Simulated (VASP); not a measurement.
Crystal: LiCl.

```
CELL_PARAMETERS angstrom
-0.03917 2.69387 2.69387
2.69387 -0.03917 2.69387
2.69387 2.69387 -0.03917
ATOMIC_POSITIONS crystal
Li 0.99856 0.99856 0.99856
Cl 0.25144 0.25144 0.25144
```

This cell differs from its parent crystal: strain along [111] -2.1%.

Base run:

| Quantity | Value |
| --- | --- |
| Program | VASP 6.6.1 |
| Functional | PBE |
| Potentials or basis | VASP PAW PBE potentials, release 64 (Li_sv, Cl) |
| Cutoff | 520 eV |
| k mesh | 8 × 8 × 8 |
| Occupations | fermi-dirac, width 0.02 eV |
| Spin | no spin polarisation |

Its results: band gap on the k mesh 6.07 eV, direct; largest force 0.003 eV/Å.

**Question.** The run is repeated on the same cell with these changes: functional from PBE to r2SCAN; occupations from fermi-dirac, width 0.02 eV to gaussian, width 0.01 eV. What comes out?

**Answer.** Band gap on the k mesh 6.79 eV, direct; largest force 0.014 eV/Å.

Caveats: the PAW data sets were made with another functional, which shifts forces and pressure a little (some runs).

A k mesh can miss the band edges.
